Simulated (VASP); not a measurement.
A run of VASP 6.6.1 is set up as follows.

File INCAR:

```
SYSTEM = CsIn
PREC = Accurate ; ENCUT = 520
EDIFF = 1E-7 ; ISMEAR = 0
SIGMA = 0.1 ; LREAL = .False.
LASPH = .True. ; NELM = 100
ALGO = Fast ; ISIF = 2
LWAVE = .False. ; LCHARG = .True.
GGA = PE ; LELF = .True.
LVHAR = .True. ; NBANDS = 18
```

KPOINTS

```
regular mesh
0
Gamma
  12 12 12
  0 0 0
```

POSCAR

```
CsIn
1.0
    4.6180458657      0.0000000000      0.0000000000
    0.0000000000      4.6180458657      0.0000000000
    0.0000000000      0.0000000000      4.6180458657
Cs In
1 1
Direct
    0.0000000000      0.0000000000      0.0000000000
    0.5000000000      0.5000000000      0.5000000000
```

Potentials or basis: VASP PAW PBE potentials, release 64 (Cs_sv, In_d).

The run is started by

```sh
$ cat potpaw_PBE.64/Cs_sv/POTCAR potpaw_PBE.64/In_d/POTCAR > POTCAR
$ mpirun -np 1 vasp_std > vasp.out
```

(1) What does it give for the pressure?

(2) What does it give for the band gap on the k mesh?

Results:

(1) 0.0 GPa.

(2) zero (bands 11 and 12 overlap by 2.63 eV).

Caveat: spin-orbit coupling is left out, which moves the levels of the heavy elements.
